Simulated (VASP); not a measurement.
# BP (F-43m) in VASP: further runs

Runs on BP. Level: LDA. Tasks: vibrations by perturbation theory.

All numbers are computed with VASP 6.6.1; they aren't measurements. Logs are shortened: lines on timing, memory, paths and dates and some standing lists are left out, and cuts for length are marked.

## (1) The cell of the first run

It takes space group F-43m (No. 216, cubic). Conventional cell: a = 4.210 Å, b = 4.210 Å, c = 4.210 Å, α = 90.00°, β = 90.00°, γ = 90.00°. Within 2.4 Å of B (site symmetry -43m) lie 4 P at 1.82 Å. Within 2.4 Å of P (site symmetry -43m) lie 4 B at 1.82 Å.

## (2) Vibrations by perturbation theory, LDA

INCAR

```
PREC = Accurate
ENCUT = 500
EDIFF = 1E-8
ISMEAR = 0
SIGMA = 0.01
LREAL = False
LASPH = True
NELM = 120
ALGO = Normal
ISIF = 2
LWAVE = False
LCHARG = False
GGA = CA
NBANDS = 11
IBRION = 8
NSW = 1
LEPSILON = True
GGA_COMPAT = False
```

KPOINTS

```
regular mesh
0
Gamma
  12 12 12
```

POSCAR

```
BP
1.0
    0.0000000000      2.1049605360      2.1049605360
    2.1049605360      0.0000000000      2.1049605360
    2.1049605360      2.1049605360      0.0000000000
B P
1 1
Direct
    0.0000000000      0.0000000000      0.0000000000
    0.2500000000      0.2500000000      0.2500000000
```

Potentials or basis: VASP PAW LDA potentials, release 64 (B, P).

Started as:

```
$ cat potpaw_LDA.64/B/POTCAR potpaw_LDA.64/P/POTCAR > POTCAR
$ mpirun -np 1 vasp_std > vasp.out
```

OUTCAR:

```text
PREC = Accurate
   ENCUT = 500
   EDIFF = 1E-8
   ISMEAR = 0
   LREAL = False
   LASPH = True
   NELM = 120
   ISIF = 2
   GGA = CA
   IBRION = 8
   NSW = 1
   LEPSILON = True

 ion  position               nearest neighbor table
   1  0.000  0.000  0.000-   2 1.82   2 1.82   2 1.82   2 1.82
   2  0.250  0.250  0.250-   1 1.82   1 1.82   1 1.82   1 1.82

  LATTYP: Found a face centered cubic cell.
 ALAT       =     4.2099210720

  Lattice vectors:

 A1 = (   0.0000000000,   2.1049605360,   2.1049605360)
 A2 = (   2.1049605360,   0.0000000000,   2.1049605360)
 A3 = (   2.1049605360,   2.1049605360,   0.0000000000)

Analysis of symmetry for initial positions (statically):
=====================================================================
 Subroutine PRICEL returns:
 Original cell was already a primitive cell.

 Routine SETGRP: Setting up the symmetry group for a
 face centered cubic supercell.

 Subroutine GETGRP returns: Found 24 space group operations
 (whereof 24 operations were pure point group operations)
 out of a pool of 48 trial point group operations.

The static configuration has the point symmetry T_d .

Analysis of symmetry for dynamics (positions and initial velocities):
=====================================================================
 Subroutine PRICEL returns:
 Original cell was already a primitive cell.

 Routine SETGRP: Setting up the symmetry group for a
 face centered cubic supercell.

 Subroutine GETGRP returns: Found 24 space group operations
 (whereof 24 operations were pure point group operations)
 out of a pool of 48 trial point group operations.

The dynamic configuration has the point symmetry T_d .

 Subroutine INISYM returns: Found 24 space group operations
 (whereof 24 operations are pure point group operations),
 and found     1 'primitive' translations

----------------------------------------------------------------------------------------

                                     Primitive cell

  volume of cell :      18.6536

  direct lattice vectors                    reciprocal lattice vectors
     0.000000000  2.104960536  2.104960536    -0.237534144  0.237534144  0.237534144
     2.104960536  0.000000000  2.104960536     0.237534144 -0.237534144  0.237534144
     2.104960536  2.104960536  0.000000000     0.237534144  0.237534144 -0.237534144

  length of vectors
     2.976863738  2.976863738  2.976863738     0.411421207  0.411421207  0.411421207

  position of ions in fractional coordinates (direct lattice)
     0.000000000  0.000000000  0.000000000
     0.250000000  0.250000000  0.250000000

  ion indices of the primitive-cell ions
   primitive index   ion index
                 1           1
                 2           2

----------------------------------------------------------------------------------------

 KPOINTS: regular mesh

Automatic generation of k-mesh.
 Grid dimensions read from file:
 generate k-points for:   12   12   12

 Generating k-lattice:

  Cartesian coordinates                     Fractional coordinates (reciprocal lattice)
    -0.019794512  0.019794512  0.019794512     0.083333333  0.000000000  0.000000000
     0.019794512 -0.019794512  0.019794512     0.000000000  0.083333333  0.000000000
[... 485 lines left out ...]
  ---------------------------------------------------
  free energy    TOTEN  =        -0.44337230 eV

  energy without entropy =       -0.44337230

------------------------ aborting loop because EDIFF is reached ----------------------------------------

--------------------------------------- Ionic step        2  -------------------------------------------

------------------------ aborting loop because EDIFF is reached ----------------------------------------

--------------------------------------- Ionic step        3  -------------------------------------------

------------------------ aborting loop because EDIFF is reached ----------------------------------------

 PIEZOELECTRIC TENSOR FIELD DIRECTION 3  (e Angst)
 -----------------------------------------------------------------------------
    -0.00083  0.60948  0.00000           ( -0.00000  0.07750  0.00000)
     0.60948 -0.00083  0.00000           (  0.07750 -0.00000  0.00000)
     0.00000  0.00000  0.00063           (  0.00000  0.00000 -0.00000)

 PIEZOELECTRIC TENSOR FIELD DIRECTION 3  (C/m^2)
 -----------------------------------------------------------------------------
    -0.00071  0.52349  0.00000
     0.52349 -0.00071  0.00000
     0.00000  0.00000  0.00054

--------------------------------------- Ionic step        4  -------------------------------------------

------------------------ aborting loop because EDIFF is reached ----------------------------------------

[... ionic steps 5 to 6 ...]

--------------------------------------- Ionic step        7  -------------------------------------------

 Free energy of the ion-electron system (eV)
  ---------------------------------------------------
  ---------------------------------------------------
  free energy    TOTEN  =        -0.04061665 eV

  energy without entropy =       -0.04061665

------------------------ aborting loop because EDIFF is reached ----------------------------------------

 INTERNAL STRAIN TENSOR  FOR ION    2  DIRECTION 1   (eV/Angst):
 -----------------------------------------------------------------------------
     0.00618  0.00000  0.00000
     0.00000 -0.00064-17.84945
     0.00000-17.84945 -0.00064

 MACROSCOPIC STATIC DIELECTRIC TENSOR (including local field effects in DFT)
 ------------------------------------------------------
           9.236531     0.000000     0.000000
           0.000000     9.236531     0.000000
          -0.000000    -0.000000     9.236531
 ------------------------------------------------------

 PIEZOELECTRIC TENSOR (including local field effects)  for field in x, y, z        (e  Angst)
          XX          YY          ZZ          XY          YZ          ZX
  --------------------------------------------------------------------------------
  x    -0.00000     0.00000     0.00000     0.00000     0.60676     0.00000
  y     0.00000    -0.00000    -0.00000     0.00000     0.00000     0.60676
  z     0.00000     0.00000    -0.00000     0.60676     0.00000     0.00000

 PIEZOELECTRIC TENSOR (including local field effects)  for field in x, y, z        (C/m^2)
          XX          YY          ZZ          XY          YZ          ZX
  --------------------------------------------------------------------------------
  x    -0.00000     0.00000     0.00000     0.00000     0.52116     0.00000
  y     0.00000    -0.00000    -0.00000     0.00000     0.00000     0.52116
  z     0.00000     0.00000    -0.00000     0.52116     0.00000     0.00000

 BORN EFFECTIVE CHARGES (including local field effects) (in |e|, cummulative output)
 ---------------------------------------------------------------------------------
 ion    1
    1    -1.26502     0.00000    -0.00000
    2     0.00000    -1.26502     0.00000
    3     0.00000     0.00000    -1.26502
 ion    2
    1     1.26502     0.00000     0.00000
    2     0.00000     1.26502    -0.00000
    3     0.00000     0.00000     1.26502

 INTERNAL STRAIN TENSOR FOR ION    2 for displacements in x,y,z  (eV/Angst):
          X           Y           Z          XY          YZ          ZX
  --------------------------------------------------------------------------------
  x     0.00000     0.00000     0.00000     0.00000   -17.84945     0.00000
  y     0.00000     0.00000     0.00000     0.00000     0.00000   -17.84945
  z     0.00000     0.00000     0.00000   -17.84945     0.00000     0.00000

 SECOND DERIVATIVES (NOT SYMMETRIZED)
 ------------------------------------
               1X          1Y          1Z          2X          2Y          2Z
  1X   -28.932309    0.000000    0.000000   28.932309    0.000000    0.000000
  1Y     0.000000  -28.932309    0.000000    0.000000   28.932309    0.000000
  1Z     0.000000    0.000000  -28.932309    0.000000    0.000000   28.932309
  2X    28.937941    0.000000    0.000000  -28.937941    0.000000    0.000000
  2Y     0.000000   28.937941    0.000000    0.000000  -28.937941    0.000000
  2Z     0.000000    0.000000   28.937941    0.000000    0.000000  -28.937941

 Eigenvectors and eigenvalues of the dynamical matrix
 ----------------------------------------------------

   1 f  =   29.705155 THz   186.642996 2PiTHz  990.857330 cm-1   122.850596 meV
             X         Y         Z           dx          dy          dz
      0.000000  0.000000  0.000000     0.000000    0.860949    0.000000
      1.052480  1.052480  1.052480     0.000000   -0.508691    0.000000
[... 21 lines left out ...]
   6 f/i=    0.001266 THz     0.007955 2PiTHz    0.042233 cm-1     0.005236 meV
             X         Y         Z           dx          dy          dz
      0.000000  0.000000  0.000000     0.000000    0.000000   -0.508691
      1.052480  1.052480  1.052480     0.000000    0.000000   -0.860949

--------------------------------------------------------------------------------------------------------

 MACROSCOPIC STATIC DIELECTRIC TENSOR IONIC CONTRIBUTION
 ------------------------------------------------------
           0.536506    -0.000000     0.000000
          -0.000000     0.536506     0.000000
           0.000000     0.000000     0.536506
 ------------------------------------------------------

 ELASTIC MODULI CONTR FROM IONIC RELAXATION (kBar)
 Direction    XX          YY          ZZ          XY          YZ          ZX
 --------------------------------------------------------------------------------
 XX          -0.0000     -0.0000      0.0000     -0.0000      0.0000      0.0000
 YY          -0.0000     -0.0000     -0.0000     -0.0000     -0.0000      0.0000
 ZZ           0.0000     -0.0000     -0.0000      0.0000     -0.0000      0.0000
 XY          -0.0000     -0.0000      0.0000   -974.8631     -0.0000     -0.0000
 YZ           0.0000     -0.0000     -0.0000     -0.0000   -974.8631      0.0000
 ZX           0.0000      0.0000      0.0000     -0.0000      0.0000   -974.8631
 --------------------------------------------------------------------------------

 PIEZOELECTRIC TENSOR IONIC CONTR  for field in x, y, z        (C/m^2)
          XX          YY          ZZ          XY          YZ          ZX
  --------------------------------------------------------------------------------
  x     0.00000    -0.00000    -0.00000    -0.00000    -0.68050     0.00000
  y     0.00000     0.00000     0.00000    -0.00000     0.00000    -0.68050
  z    -0.00000    -0.00000     0.00000    -0.68050    -0.00000    -0.00000
```

It took 5.1 min on 1 thread of Intel Xeon 8259CL, shared host; peak memory 0.24 GiB.

Results:

* Electronic dielectric tensor (diagonal): 9.24
* Born charges (mean of the diagonal): B -1.27; P +1.27 e
* Highest phonon frequency at Γ, LO-TO splitting left out: 991 cm⁻¹

Phonon frequencies in cm⁻¹ (negative: imaginary):
```csv
q point,frequencies
"(0.000, 0.000, 0.000)",0 0 0 991 991 991
```

Electronic dielectric tensor:
```
9.24 0.00 0.00
0.00 9.24 0.00
0.00 0.00 9.24
```

Born effective charge tensors (e):
atom 1, B
```
-1.27  0.00  0.00
 0.00 -1.27  0.00
 0.00  0.00 -1.27
```
atom 2, P
```
1.27 0.00 0.00
0.00 1.27 0.00
0.00 0.00 1.27
```

Caveat: the cell stands under pressure or tension, which shifts response properties.

(Part 1 of 2 ends here.)
